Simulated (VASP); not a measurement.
# BN (Cm) in VASP: further runs, part 2 of 2

VASP 6.6.1. The steps go on from the part before.

### Step 3. Single point, r2SCAN (all B atoms moved +0.075 Å, as atom 1 along Cartesian [1 -1 0])

Input file POSCAR:

```
BN
1.0
    0.0000000000      1.8130010000      1.8130010000
    1.8130010000      0.0000000000      1.8130010000
    1.8130010000      1.8130010000      0.0000000000
B N
1 1
Direct
   -0.0292515054      0.0292515054      0.0000000000
    0.7500000000      0.7500000000      0.7500000000
```

Input file INCAR.step1:

```
SYSTEM = BN
ALGO = Normal ; EDIFF = 1E-5
ENCUT = 1460 ; GGA = PE
GGA_COMPAT = .FALSE. ; ISMEAR = 0
LASPH = .TRUE. ; LCHARG = .FALSE.
LREAL = .FALSE. ; LWAVE = .TRUE.
NBANDS = 11 ; NELM = 120
PREC = Accurate ; SIGMA = 0.05
```

Input file INCAR.step2:

```
SYSTEM = BN
ALGO = Normal ; EDIFF = 1E-6
ENCUT = 1460 ; GGA_COMPAT = .FALSE.
ISIF = 2 ; ISMEAR = 0
ISTART = 1 ; LASPH = .TRUE.
LCHARG = .FALSE. ; LMIXTAU = .TRUE.
LREAL = .FALSE. ; LWAVE = .FALSE.
METAGGA = R2SCAN ; NBANDS = 11
NELM = 120 ; PREC = Accurate
SIGMA = 0.05
```

Input file KPOINTS:

```
k-points
0
G
  12 12 12
  0 0 0
```

Potentials or basis: VASP PAW PBE potentials, release 64 (B_h, N_h).

Command:

```bash
$ cat potpaw_PBE.64/B_h/POTCAR potpaw_PBE.64/N_h/POTCAR > POTCAR
$ cp INCAR.step1 INCAR
$ mpirun -np 1 vasp_std > vasp.out
$ cp INCAR.step2 INCAR
$ mpirun -np 1 vasp_std > vasp.out
```

OUTCAR:

```text
SYSTEM = BN
   EDIFF = 1E-6
   ENCUT = 1460
   ISIF = 2
   ISMEAR = 0
   ISTART = 1
   LASPH = .TRUE.
   LREAL = .FALSE.
   METAGGA = R2SCAN
   NELM = 120
   PREC = Accurate

 ion  position               nearest neighbor table
   1  0.971  0.029  0.000-
   2  0.750  0.750  0.750-

  LATTYP: Found a face centered cubic cell.
 ALAT       =     3.6260020000

  Lattice vectors:

 A1 = (   0.0000000000,   1.8130010000,   1.8130010000)
 A2 = (   1.8130010000,   0.0000000000,   1.8130010000)
 A3 = (   1.8130010000,   1.8130010000,   0.0000000000)

Analysis of symmetry for initial positions (statically):
=====================================================================
 Subroutine PRICEL returns:
 Original cell was already a primitive cell.

 Routine SETGRP: Setting up the symmetry group for a
 face centered cubic supercell.

 Subroutine GETGRP returns: Found  2 space group operations
 (whereof  2 operations were pure point group operations)
 out of a pool of 48 trial point group operations.

The static configuration has the point symmetry C_1h.

Analysis of symmetry for dynamics (positions and initial velocities):
=====================================================================
 Subroutine PRICEL returns:
 Original cell was already a primitive cell.

 Routine SETGRP: Setting up the symmetry group for a
 face centered cubic supercell.

 Subroutine GETGRP returns: Found  2 space group operations
 (whereof  2 operations were pure point group operations)
 out of a pool of 48 trial point group operations.

The dynamic configuration has the point symmetry C_1h.

 Subroutine INISYM returns: Found  2 space group operations
 (whereof  2 operations are pure point group operations),
 and found     1 'primitive' translations

----------------------------------------------------------------------------------------

[... 111 lines left out ...]
     AMIX     =   0.40;   BMIX     =  1.00
     AMIX_MAG =   1.60;   BMIX_MAG =  1.00
  volume/ion in A,a.u.               =       5.96        40.22
  Fermi-wavevector in a.u.,A,eV,Ry     =   1.433387  2.708709 27.954506  2.054598
  Thomas-Fermi vector in A             =   2.552911
   LORBIT       =      0    0 simple, 1 ext, 2 COOP (PROOUT), +10 PAW based schemes
   METAGGA = R2SCAN    functional components
   LHFCALC =     F    Hartree Fock is set to
   AEXX    =    0.0000 exact exchange contribution
   IVDW    =     0    specifies the selected vdW correction
   LEPSILON=     F    determine dielectric tensor
   LRPA    =     F    only Hartree local field effects (RPA)
 non-spin polarized calculation
 Gauss-broadening in eV      SIGMA  =   0.05
  energy-cutoff  :     1460.00
  volume of cell :       11.92
 maximum number of plane-waves:      1540
   NGX = 15   NGY = 15   NGZ = 15

 number of electron       8.0000000 magnetization

 Free energy of the ion-electron system (eV)
  ---------------------------------------------------
  ext. energy  EPLUGINS =         0.00000000
  ---------------------------------------------------
  free energy    TOTEN  =       -19.13460711 eV

  energy without entropy =      -19.13460711  energy(sigma->0) =      -19.13460711

 E-fermi :   9.6262     XC(G=0): -13.7067

 val. band max:        9.4248729332   @ k =   0.0000   0.0000   0.0000
 cond. band min:      13.7033212039   @ k =   0.5000   0.5000   0.0000
 fundamental gap:      4.2784482708
 Fermi energy:         9.6262423459

 k-point     1 :       0.0000    0.0000    0.0000
  band No.  band energies     occupation
      1     -12.3863      2.00000
      2       8.0613      2.00000
      3       8.8231      2.00000
      4       9.4249      2.00000
      5      17.8558      0.00000
      6      18.2457      0.00000
      7      18.8789      0.00000
      8      19.7542      0.00000
      9      34.7001      0.00000
     10      37.3818      0.00000
     11      37.3957      0.00000
[... 309 lines left out ...]
 k-point    24 :       0.0833    0.0000    0.1667
  band No.  band energies     occupation
      1     -11.7564      2.00000
      2       6.2319      2.00000
      3       7.2631      2.00000
      4       8.6851      2.00000
      5      17.8459      0.00000
      6      19.2240      0.00000
      7      20.3604      0.00000
      8      21.5524      0.00000
      9      30.9090      0.00000
     10      35.5130      0.00000
     11      36.2358      0.00000

 [... further k-points ...]
[... 5 lines left out ...]
  --------------------------------------------------------------------------------------
  -------------------------------------------------------------------------------------
  Total       -0.3023675     -0.3023675     -0.2795140     -0.1314454     -0.0127451      0.0127457
  in kB      -40.6463530    -40.6463530    -37.5742211    -17.6698101     -1.7132876      1.7133665
  external PRESSURE =     -39.6223090 kB  Pullay stress =       0.0000000 kB

 VOLUME and BASIS-vectors are now :
 -----------------------------------------------------------------------------
  energy-cutoff  :     1460.00
  volume of cell :       11.92
      direct lattice vectors                 reciprocal lattice vectors
     0.000000000  1.813001000  1.813001000    -0.275785838  0.275785838  0.275785838
     1.813001000  0.000000000  1.813001000     0.275785838 -0.275785838  0.275785838
     1.813001000  1.813001000  0.000000000     0.275785838  0.275785838 -0.275785838

 POSITION                                       TOTAL-FORCE (eV/Angst)
 -----------------------------------------------------------------------------------
      0.05303      1.75997      1.81300        -1.254959      1.254959     -0.265897
      2.71950      2.71950      2.71950         1.254959     -1.254959      0.265897
 -----------------------------------------------------------------------------------
    total drift:                               -0.000390      0.000390     -0.003168

  FREE ENERGIE OF THE ION-ELECTRON SYSTEM (eV)
  ---------------------------------------------------
  free  energy   TOTEN  =       -19.1346071117 eV

  energy  without entropy=      -19.1346071117  energy(sigma->0) =      -19.13460711
```

OSZICAR.step1:

```text
N       E                     dE             d eps       ncg     rms          rms(c)
DAV:   1     0.303940749137E+02    0.30394E+02   -0.83984E+03 10480   0.160E+03
DAV:   2    -0.163395755663E+02   -0.46734E+02   -0.44310E+02 14122   0.218E+02
DAV:   3    -0.183394281118E+02   -0.19999E+01   -0.19929E+01 12752   0.391E+01
DAV:   4    -0.183468629770E+02   -0.74349E-02   -0.74342E-02 11367   0.274E+00
DAV:   5    -0.183468907489E+02   -0.27772E-04   -0.27772E-04 12271   0.175E-01    0.602E+00
DAV:   6    -0.174781696752E+02    0.86872E+00   -0.30143E+00 10810   0.963E+00    0.232E+00
DAV:   7    -0.174174118221E+02    0.60758E-01   -0.12490E-01 11985   0.293E+00    0.123E+00
DAV:   8    -0.174049932326E+02    0.12419E-01   -0.38335E-02 11783   0.141E+00    0.145E-01
DAV:   9    -0.174052601709E+02   -0.26694E-03   -0.24914E-03 11180   0.340E-01    0.719E-02
DAV:  10    -0.174053135396E+02   -0.53369E-04   -0.24543E-04 11945   0.134E-01    0.125E-02
DAV:  11    -0.174053199606E+02   -0.64210E-05   -0.20839E-05 11679   0.418E-02
   1 F= -.17405320E+02 E0= -.17405320E+02  d E =-.853446E-15
```

Wall time 4 min (1 thread of Intel Xeon 6975P-C (Granite Rapids), shared host); peak memory 0.39 GiB.

Results:

- Free energy: -19.1346 eV
- Pressure: -4.0 GPa
- Largest force: 1.795 eV/Å
- Band gap on the k mesh: 4.28 eV (least direct gap 8.43 eV)

Forces on the atoms (eV/Å):
```
B   -1.255  1.255 -0.266
N    1.255 -1.255  0.266
```

Stress tensor (GPa, compression positive):
```
-4.06 -1.77  0.17
-1.77 -4.06 -0.17
 0.17 -0.17 -3.76
```

Levels at points of the mesh, in eV from the valence-band top:
```tsv
k point	band 1	band 2	band 3	band 4	band 5	band 6	band 7	band 8
(0.00, 0.00, 0.00)	-21.81	-1.36	-0.60	0.00	8.43	8.82	9.45	10.33
(0.50, 0.00, 0.00)	-17.56	-11.43	-3.11	-2.39	9.93	9.97	11.33	15.29
(0.00, 0.50, 0.00)	-17.59	-11.80	-2.82	-2.18	9.85	10.64	11.65	16.00
(0.00, 0.00, 0.50)	-17.57	-11.62	-3.20	-2.02	9.44	10.22	12.02	15.66
(0.50, 0.50, 0.00)	-16.18	-9.91	-5.67	-5.59	4.28	8.98	18.51	18.81
(0.00, 0.50, 0.50)	-16.17	-9.90	-5.91	-5.43	4.32	9.06	18.17	19.06
```

Caveat: the cell differs from its parent crystal (all B atoms moved +0.075 Å, as atom 1 along Cartesian [1 -1 0]); the cell stands under tension; the PAW data sets were made with another functional, which shifts forces and pressure a little.
